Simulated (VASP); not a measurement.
Crystal: Ag3S2.

```
Ag S
1.0
     4.18131    0.00000    0.00000
    -2.09065    3.62112    0.00000
     0.00000    0.00000    6.50544
Ag S
3 2
Direct
  0.00000 0.00000 0.00000
  0.33333 0.66667 0.64500
  0.66667 0.33333 0.35500
  0.33333 0.66667 0.24500
  0.66667 0.33333 0.75500
```

| Quantity | Value |
| --- | --- |
| Program | VASP 6.6.1 |
| Task | relaxation of cell and atoms |
| Functional | PBE |
| Potentials or basis | VASP PAW PBE potentials, release 64 (Ag, S) |
| Cutoff | 600 eV |
| k mesh | 6 × 6 × 4 |
| Occupations | gaussian, width 0.1 eV |
| Spin | no spin polarisation |

At the start: pressure 1.8 GPa; volume 19.70 Å³/atom.

**Question.** How do energy, volume and symmetry change on relaxing?

**Answer.** Over 17 steps the energy falls by 31.5 meV/atom and the volume is 19.51 Å³/atom (-1.0 %); space group P-3m1 (No. 164, to 0.05 Å).

Step by step:
```csv
step,energy change (eV),largest force (eV/Å),pressure (GPa),volume (Å³)
1,0.0000,0.7218,1.80,98.50
2,-0.0463,0.4003,-0.97,101.69
3,-0.0469,0.3686,-1.23,102.05
4,-0.0752,0.3000,-0.89,100.87
5,-0.1177,0.1961,0.45,97.39
6,-0.1180,0.2124,0.64,97.00
7,-0.1256,0.1981,-0.41,97.95
8,-0.1256,0.1970,-0.41,97.96
9,-0.1350,0.1622,-0.14,97.33
10,-0.1416,0.1244,0.37,96.38
11,-0.1493,0.1086,-0.23,97.29
12,-0.1502,0.1016,-0.55,97.77
13,-0.1547,0.0760,0.02,97.10
14,-0.1548,0.0839,0.15,97.00
15,-0.1567,0.0656,0.00,97.22
16,-0.1577,0.0413,-0.17,97.51
17,-0.1577,0.0380,-0.22,97.56
```

Final structure:
```xyz
5
Lattice="4.0900 0.0000 0.0000 -2.0450 3.5421 0.0000 0.0000 0.0000 6.7340" Properties=species:S:1:pos:R:3 pbc="T T T"
Ag    0.0000    0.0000    0.0000
Ag    0.0000    2.3614    4.1944
Ag    2.0450    1.1807    2.5396
S     0.0000    2.3614    1.4340
S     2.0450    1.1807    5.3000
```
